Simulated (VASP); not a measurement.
# CsI (Pm-3m) in VASP: notebook

The runs below take CsI through relaxation of cell and atoms, with PBEsol.

All numbers are computed with VASP 6.6.1; they aren't measurements. Logs are shortened: lines on timing, memory, paths and dates and some standing lists are left out, and cuts for length are marked.

## 1. The cell of the first run

Symmetry: Pm-3m, No. 221, cubic system. The conventional cell has a = 4.503 Å, b = 4.503 Å, c = 4.503 Å, α = 90.00°, β = 90.00°, γ = 90.00°. Within 5.1 Å of Cs (site symmetry m-3m) lie 8 I at 3.90 Å and 6 Cs at 4.50 Å. Within 5.1 Å of I (site symmetry m-3m) lie 8 Cs at 3.90 Å and 6 I at 4.50 Å.

## 2. Relaxation of cell and atoms, PBEsol, target pressure 1 GPa, at which the enthalpy is minimised

Input file INCAR:

```
PREC = Accurate ; ENCUT = 500
EDIFF = 1E-7 ; ISMEAR = 0
SIGMA = 0.01 ; LREAL = False
LASPH = True ; NELM = 120
ALGO = Normal ; ISIF = 3
LWAVE = False ; LCHARG = False
GGA = PS ; IBRION = 2
NSW = 100 ; EDIFFG = -0.002
PSTRESS = 10.0 ; GGA_COMPAT = False
NELMIN = 4
```

Input file KPOINTS:

```
regular mesh
0
Gamma
  6 6 6
```

Input file POSCAR:

```
CsI
1.0
    4.5031925360      0.0000000000      0.0000000000
    0.0000000000      4.5031925360      0.0000000000
    0.0000000000      0.0000000000      4.5031925360
Cs I
1 1
Direct
    0.0000000000      0.0000000000      0.0000000000
    0.5000000000      0.5000000000      0.5000000000
```

Potentials or basis: VASP PAW PBE potentials, release 64 (Cs_sv, I).

Started as:

```
$ cat potpaw_PBE.64/Cs_sv/POTCAR potpaw_PBE.64/I/POTCAR > POTCAR
$ mpirun -np 1 vasp_std > vasp.out
```

OUTCAR:

```text
PREC = Accurate
   ENCUT = 500
   EDIFF = 1E-7
   ISMEAR = 0
   LREAL = False
   LASPH = True
   NELM = 120
   ISIF = 3
   GGA = PS
   IBRION = 2
   NSW = 100
   EDIFFG = -0.002
   PSTRESS = 10.0
   NELMIN = 4

 ion  position               nearest neighbor table
   1  0.000  0.000  0.000-
   2  0.500  0.500  0.500-

  LATTYP: Found a simple cubic cell.
 ALAT       =     4.5031925360

  Lattice vectors:

 A1 = (   4.5031925360,   0.0000000000,   0.0000000000)
 A2 = (   0.0000000000,   4.5031925360,   0.0000000000)
 A3 = (   0.0000000000,   0.0000000000,   4.5031925360)

Analysis of symmetry for initial positions (statically):
=====================================================================
 Subroutine PRICEL returns:
 Original cell was already a primitive cell.

 Routine SETGRP: Setting up the symmetry group for a
 simple cubic supercell.

 Subroutine GETGRP returns: Found 48 space group operations
[... 9 lines left out ...]

 Routine SETGRP: Setting up the symmetry group for a
 simple cubic supercell.

 Subroutine GETGRP returns: Found 48 space group operations
[... 11 lines left out ...]
                                     Primitive cell

  volume of cell :      91.3191

  direct lattice vectors                    reciprocal lattice vectors
     4.503192536  0.000000000  0.000000000     0.222064678  0.000000000  0.000000000
     0.000000000  4.503192536  0.000000000     0.000000000  0.222064678  0.000000000
     0.000000000  0.000000000  4.503192536     0.000000000  0.000000000  0.222064678

  length of vectors
     4.503192536  4.503192536  4.503192536     0.222064678  0.222064678  0.222064678

  position of ions in fractional coordinates (direct lattice)
     0.000000000  0.000000000  0.000000000
     0.500000000  0.500000000  0.500000000

  ion indices of the primitive-cell ions
   primitive index   ion index
                 1           1
                 2           2

----------------------------------------------------------------------------------------

 KPOINTS: regular mesh

Automatic generation of k-mesh.
 Grid dimensions read from file:
 generate k-points for:    6    6    6

 Generating k-lattice:

  Cartesian coordinates                     Fractional coordinates (reciprocal lattice)
[... 39 lines left out ...]
   total plane-waves  NPLWV =  46656
   dimension x,y,z NGX =    36 NGY =   36 NGZ =   36
   dimension x,y,z NGXF=    72 NGYF=   72 NGZF=   72
   ions per type =               1   1
   NGX,Y,Z   is equivalent  to a cutoff of  13.29, 13.29, 13.29 a.u.
   NGXF,Y,Z  is equivalent  to a cutoff of  26.58, 26.58, 26.58 a.u.
 SYSTEM =  unknown system
   PREC   = accura    normal or accurate (medium, high low for compatibility)
   ISTART =      0    job   : 0-new  1-cont  2-samecut
   ICHARG =      2    charge: 1-file 2-atom 10-const
   ISPIN  =      1    spin polarized calculation?
   LNONCOLLINEAR =      F non collinear calculations
   LSORBIT =      F    spin-orbit coupling
   LASPH  =      T    aspherical Exc in radial PAW
   ENCUT  =  500.0 eV  36.75 Ry    6.06 a.u.   8.21  8.21  8.21*2*pi/ulx,y,z
   NELM   =    120;   NELMIN=  4; NELMDL= -5     # of ELM steps
   EDIFF  = 0.1E-06   stopping-criterion for ELM
   LREAL  =      F    real-space projection
   EDIFFG = -.2E-02   stopping-criterion for IOM
   NSW    =    100    number of steps for IOM
   IBRION =      2    ionic relax: 0-MD 1-quasi-New 2-CG
   NFREE  =      1    steps in history (QN), initial steepest desc. (CG)
   ISIF   =      3    stress and relaxation
   ISYM   =      2    0-nonsym 1-usesym 2-fastsym
   POTIM  = 0.5000    time-step for ionic-motion
   TEBEG  =    0.0;   TEEND  =   0.0 temperature during run
   PSTRESS=   10.0 pullay stress
   NELECT =      16.0000    total number of electrons
   NUPDOWN=      -1.0000    fix difference up-down
   EMIN   =  10.00;   EMAX   =-10.00  energy-range for DOS
   EFERMI =   0.00;   METHOD = LEGACY
   ISMEAR =     0;   SIGMA  =   0.01  broadening in eV -4-tet -1-fermi 0-gaus
   EFERMI_NEDOS =   21; number of points for ismear=-14 and -15
   IALGO  =     38    algorithm
   IMIX   =      4    mixing-type and parameters
     AMIX     =   0.40;   BMIX     =  1.00
     AMIX_MAG =   1.60;   BMIX_MAG =  1.00
  volume/ion in A,a.u.               =      45.66       308.13
  Fermi-wavevector in a.u.,A,eV,Ry     =   0.916068  1.731117 11.417741  0.839180
  Thomas-Fermi vector in A             =   2.040881
   LORBIT       =      0    0 simple, 1 ext, 2 COOP (PROOUT), +10 PAW based schemes
   GGA     = PS    functional components
   LHFCALC =     F    Hartree Fock is set to
   AEXX    =    0.0000 exact exchange contribution
   IVDW    =     0    specifies the selected vdW correction
   LEPSILON=     F    determine dielectric tensor
   LRPA    =     F    only Hartree local field effects (RPA)
 conjugate gradient relaxation of ions
 non-spin polarized calculation
 Gauss-broadening in eV      SIGMA  =   0.01
  energy-cutoff  :      500.00
  volume of cell :       91.32
 maximum number of plane-waves:      2360
 NGX is ok and might be reduce to    36
   NGX = 17   NGY = 17   NGZ = 17

--------------------------------------- Ionic step        1  -------------------------------------------

 number of electron      15.9999999 magnetization

 Free energy of the ion-electron system (eV)
  ---------------------------------------------------
  ext. energy  EPLUGINS =         0.00000000
  ---------------------------------------------------
  free energy    TOTEN  =        -5.77446556 eV

  energy without entropy =       -5.77446556  energy(sigma->0) =       -5.77446556

------------------------ aborting loop because EDIFF is reached ----------------------------------------

  FORCE on cell =-STRESS in cart. coord.  units (eV):
  Direction    XX          YY          ZZ          XY          YZ          ZX
  --------------------------------------------------------------------------------------
  -------------------------------------------------------------------------------------
  Total        0.0470368      0.0470368      0.0470368     -0.0000000     -0.0000000     -0.0000000
  in kB        0.8252519      0.8252519      0.8252519     -0.0000000     -0.0000000     -0.0000000
  external PRESSURE =      -9.1747481 kB  Pullay stress =      10.0000000 kB
[... 101 lines left out ...]
--------------------------------------- Ionic step        4  -------------------------------------------

 number of electron      15.9999997 magnetization

 Free energy of the ion-electron system (eV)
  ---------------------------------------------------
  ext. energy  EPLUGINS =         0.00000000
  ---------------------------------------------------
  free energy    TOTEN  =        -5.75760967 eV

  energy without entropy =       -5.75760967  energy(sigma->0) =       -5.75760967

 E-fermi :   1.3874     XC(G=0):  -8.4016

 val. band max:        1.3389254938   @ k =   0.5000   0.5000   0.0000
 cond. band min:       5.2275004776   @ k =   0.0000   0.0000   0.0000
 fundamental gap:      3.8885749839
 Fermi energy:         1.3873586031

 k-point     1 :       0.0000    0.0000    0.0000
  band No.  band energies     occupation
      1     -18.9188      2.00000
      2      -9.5255      2.00000
      3      -5.5873      2.00000
      4      -5.5873      2.00000
      5      -5.5873      2.00000
      6       1.2732      2.00000
      7       1.2732      2.00000
      8       1.2732      2.00000
      9       5.2275      0.00000
     10       5.2275      0.00000
     11       5.3947      0.00000
     12       9.2881      0.00000
[... 316 lines left out ...]
  energy  without entropy=       -5.7576096730  energy(sigma->0) =       -5.75760967

  enthalpy is  TOTEN    =        -5.2204778633 eV   P V=        0.5371318098

 reached required accuracy - stopping structural energy minimisation
```

OSZICAR:

```text
N       E                     dE             d eps       ncg     rms          rms(c)
DAV:   1     0.897852388353E+02    0.89785E+02   -0.62707E+03   480   0.109E+03
DAV:   2     0.108756274698E+01   -0.88698E+02   -0.84691E+02   712   0.161E+02
DAV:   3    -0.581694378087E+01   -0.69045E+01   -0.68873E+01   612   0.524E+01
[... 33 lines left out ...]
DAV:   2    -0.575768121225E+01    0.25487E-03   -0.33725E-04   492   0.111E-01    0.352E-02
DAV:   3    -0.575760892503E+01    0.72287E-04   -0.22763E-04   488   0.846E-02    0.202E-02
DAV:   4    -0.575760920495E+01   -0.27991E-06   -0.26062E-06   496   0.115E-02    0.163E-02
DAV:   5    -0.575760958200E+01   -0.37706E-06   -0.16392E-06   540   0.772E-03    0.154E-03
DAV:   6    -0.575760967302E+01   -0.91019E-07   -0.15161E-07   284   0.247E-03
   4 F= -.52204779E+01 E0= -.52204779E+01  d E =-.159809E-01
```

CONTCAR:

```text
CsI
   1.00000000000000
     4.4149977342688880    0.0000000000000000   -0.0000000000000000
    -0.0000000000000000    4.4149977342688880    0.0000000000000000
    -0.0000000000000000   -0.0000000000000000    4.4149977342688880
  Cs              I
     1     1
Direct
     0.0000000000000000    0.0000000000000000    0.0000000000000000
     0.5000000000000000    0.5000000000000000    0.5000000000000000

  0.00000000E+00  0.00000000E+00  0.00000000E+00
  0.00000000E+00  0.00000000E+00  0.00000000E+00
```

It took 51 s on 1 thread of Intel Xeon Platinum 8488C (Sapphire Rapids), shared host; peak memory 0.21 GiB.

What came out:

```yaml
Free_energy: -5.7576 eV
Relaxed_volume: 43.03 Å³/atom
Relaxed_cell: a = 4.415 Å, b = 4.415 Å, c = 4.415 Å, α = 90.00°, β = 90.00°, γ = 90.00°
Space_group_after_relaxing_to_0.05_Å: Pm-3m (No. 221)
Energy_change_on_relaxing_the_enthalpy_is_what_falls: +8.4 meV/atom
Ionic_steps: 4
Pressure_after_relaxing: 1.0 GPa
Band_gap_on_the_k_mesh: 3.89 eV, indirect (least direct gap 3.95 eV)
```

The path:
```
step  energy change (eV)  largest force (eV/Å)  pressure (GPa)  volume (Å³)
   1              0.0000                0.0000            0.08        91.32
   2              0.0074                0.0000            0.64        87.91
   3              0.0158                0.0000            0.97        86.23
   4              0.0169                0.0000            1.00        86.06
```

Final structure:
```
Cs I
1.0
     4.41500    0.00000    0.00000
     0.00000    4.41500    0.00000
     0.00000    0.00000    4.41500
Cs I
1 1
Direct
  0.00000 0.00000 0.00000
  0.50000 0.50000 0.50000
```

Caveat: the cell is relaxed towards a set pressure, so the enthalpy falls and the energy may rise; the PAW data sets were made with another functional, which shifts forces and pressure a little; spin-orbit coupling is left out, which moves the levels of the heavy elements. A k mesh can miss the band edges.

## 3. Relaxation of cell and atoms, PBEsol, target pressure 2 GPa, at which the enthalpy is minimised

Input file INCAR:

```
PREC     = Accurate       # precision mode
ENCUT    = 500            # plane-wave cutoff, eV
EDIFF    = 1E-7           # SCF threshold, eV
ISMEAR   = 0              # smearing method
SIGMA    = 0.01           # smearing width, eV
LREAL    = F              # projectors in reciprocal space
LASPH    = T              # aspherical terms in the spheres
NELM     = 120            # most SCF steps
ALGO     = Normal         # electronic algorithm
ISIF     = 3              # what is computed and relaxed
LWAVE    = F              # write WAVECAR
LCHARG   = F              # write CHGCAR
GGA      = PS             # functional
IBRION   = 2              # ionic algorithm
NSW      = 100            # ionic steps
EDIFFG   = -0.002         # ionic threshold
PSTRESS  = 20.0         
GGA_COMPAT= F            
NELMIN   = 4
```

Input file KPOINTS:

```
Automatic mesh
0
Gamma
  6 6 6
```

POSCAR is that of step 2.

Potentials or basis: VASP PAW PBE potentials, release 64 (Cs_sv, I).

Started as:

```
$ cat potpaw_PBE.64/Cs_sv/POTCAR potpaw_PBE.64/I/POTCAR > POTCAR
$ mpirun -np 1 vasp_std > vasp.out
```

It took 33 s on 1 thread of Intel Xeon Platinum 8488C (Sapphire Rapids), shared host; peak memory 0.22 GiB.

Results (log left out):

```yaml
Free_energy: -5.7193 eV
Relaxed_volume: 40.95 Å³/atom
Relaxed_cell: a = 4.343 Å, b = 4.343 Å, c = 4.343 Å, α = 90.00°, β = 90.00°, γ = 90.00°
Space_group_after_relaxing_to_0.05_Å: Pm-3m (No. 221)
Energy_change_on_relaxing_the_enthalpy_is_what_falls: +27.6 meV/atom
Ionic_steps: 4
Pressure_after_relaxing: 2.0 GPa
Band_gap_on_the_k_mesh: 3.78 eV, indirect (least direct gap 3.82 eV)
```

Step by step:
```tsv
step	energy change (eV)	largest force (eV/Å)	pressure (GPa)	volume (Å³)
1	0.0000	0.0000	0.08	91.32
2	0.0300	0.0000	1.40	84.29
3	0.0530	0.0000	1.95	82.08
4	0.0551	0.0000	2.00	81.90
```

Final structure:
```xyz
2
Lattice="4.3427 0.0000 0.0000 0.0000 4.3427 0.0000 0.0000 0.0000 4.3427" Properties=species:S:1:pos:R:3 pbc="T T T"
Cs    0.0000    0.0000    0.0000
I     2.1713    2.1713    2.1713
```

Levels at points of the mesh, in eV from the valence-band top:
| k point | band 4 | band 5 | band 6 | band 7 | band 8 | band 9 | band 10 | band 11 | band 12 |
| --- | --- | --- | --- | --- | --- | --- | --- | --- | --- |
| (0.00, 0.00, 0.00) | -6.88 | -6.88 | -0.05 | -0.05 | -0.05 | 3.78 | 3.78 | 4.26 | 8.04 |
| (0.50, 0.00, 0.00) | -6.76 | -6.76 | -2.00 | -0.35 | -0.35 | 4.98 | 6.58 | 7.03 | 7.34 |
| (0.50, 0.50, 0.00) | -7.49 | -6.70 | -0.96 | -0.96 | 0.00 | 4.06 | 4.86 | 6.03 | 6.03 |
| (0.50, 0.50, 0.50) | -7.27 | -7.27 | -1.77 | -1.77 | -1.77 | 7.58 | 7.58 | 7.58 | 8.57 |

Caveat: the cell is relaxed towards a set pressure, so the enthalpy falls and the energy may rise; the PAW data sets were made with another functional, which shifts forces and pressure a little; spin-orbit coupling is left out, which moves the levels of the heavy elements. A k mesh can miss the band edges.

## 4. Relaxation of cell and atoms, PBEsol, target pressure 4 GPa, at which the enthalpy is minimised

Input file INCAR:

```
ALGO     = Normal         # electronic algorithm
EDIFF    = 1E-7           # SCF threshold, eV
EDIFFG   = -0.002         # ionic threshold
ENCUT    = 500            # plane-wave cutoff, eV
GGA      = PS             # functional
GGA_COMPAT= False        
IBRION   = 2              # ionic algorithm
ISIF     = 3              # what is computed and relaxed
ISMEAR   = 0              # smearing method
LASPH    = True           # aspherical terms in the spheres
LCHARG   = False          # write CHGCAR
LREAL    = False          # projectors in reciprocal space
LWAVE    = False          # write WAVECAR
NELM     = 120            # most SCF steps
NELMIN   = 4            
NSW      = 100            # ionic steps
PREC     = Accurate       # precision mode
PSTRESS  = 40.0         
SIGMA    = 0.01           # smearing width, eV
```

Input file KPOINTS:

```
k-points
0
Gamma
  6 6 6
```

POSCAR is that of step 3.

Started as:

```
$ cat potpaw_PBE.64/Cs_sv/POTCAR potpaw_PBE.64/I/POTCAR > POTCAR
$ mpirun -np 1 vasp_std > vasp.out
```

Wall time 41 s (1 thread of Intel Xeon Platinum 8488C (Sapphire Rapids), shared host); peak memory 0.22 GiB.

It converged, with:

| Item | Value |
| --- | --- |
| Free energy | -5.6119 eV |
| Relaxed volume | 38.01 Å³/atom |
| Relaxed cell | a = 4.236 Å, b = 4.236 Å, c = 4.236 Å, α = 90.00°, β = 90.00°, γ = 90.00° |
| Space group after relaxing (to 0.05 Å) | Pm-3m (No. 221) |
| Energy change on relaxing (the enthalpy is what falls) | +81.3 meV/atom |
| Ionic steps | 6 |
| Pressure after relaxing | 4.0 GPa |
| Band gap on the k mesh | 3.59 eV, indirect (least direct gap 3.59 eV) |

The path:
| step | energy change (eV) | largest force (eV/Å) | pressure (GPa) | volume (Å³) |
| --- | --- | --- | --- | --- |
| 1 | 0.0000 | 0.0000 | 0.08 | 91.32 |
| 2 | 0.1319 | 0.0000 | 3.48 | 77.34 |
| 3 | 0.1609 | 0.0000 | 3.98 | 76.09 |
| 4 | 0.1681 | 0.0000 | 4.09 | 75.81 |
| 5 | 0.1619 | 0.0000 | 3.99 | 76.05 |
| 6 | 0.1626 | 0.0000 | 4.00 | 76.03 |

Final structure:
```yaml
crystal:
  lattice:
    - [4.23634, 0.00000, 0.00000]
    - [0.00000, 4.23634, 0.00000]
    - [0.00000, 0.00000, 4.23634]
  atoms:
    - { symbol: Cs, position: [0.00000, 0.00000, 0.00000] }
    - { symbol: I, position: [0.50000, 0.50000, 0.50000] }
```

Levels at points of the mesh, in eV from the valence-band top:
```
           k point  band 6  band 7  band 8  band 9  band 10  band 11
(0.00, 0.00, 0.00)   -0.01   -0.01   -0.01    3.59     3.59     4.60
(0.50, 0.00, 0.00)   -2.22   -0.42   -0.42    4.88     6.49     7.41
(0.50, 0.50, 0.00)   -0.98   -0.98    0.00    4.01     4.88     6.00
(0.50, 0.50, 0.50)   -2.02   -2.02   -2.02    7.88     7.88     7.88
```

Caveat: the cell is relaxed towards a set pressure, so the enthalpy falls and the energy may rise; the volume moved by over 15 % at a fixed basis, so the end points are rough; the PAW data sets were made with another functional, which shifts forces and pressure a little; spin-orbit coupling is left out, which moves the levels of the heavy elements. A k mesh can miss the band edges.

(Continued in part 2 of 3.)
